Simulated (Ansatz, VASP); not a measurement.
# Two plane-wave programs on N

```xyz
2
Lattice="9.6000 0.0000 0.0000 0.0000 9.8000 0.0000 0.0000 0.0000 10.0000" Properties=species:S:1:pos:R:3 pbc="T T T"
N     5.1180    5.2180    5.3180
N     4.4820    4.5820    4.6820
```

Alike in both runs: task relaxation of the atoms; functional PBE; dispersion D3(BJ); k mesh 1 × 1 × 1; occupations gaussian, width 0.01 eV; no spin polarisation.

```csv
,VASP,Ansatz
version,VASP 6.6.1,Ansatz 0.2.0
potentials or method,"VASP PAW PBE potentials, release 64 (N), cutoff 520 eV","scalar-relativistic, plane waves, PAW"
valence electrons in the cell,10,10
```

Ansatz gave:

- gap on the k mesh at the Fermi level, each at its own relaxed structure (eV): 8.24

Q: Which values does VASP return?

A: gap on the k mesh at the Fermi level, each at its own relaxed structure (eV): 8.06.

Noted on VASP's run: the standard files for N, O and F lose accuracy on very short bonds.
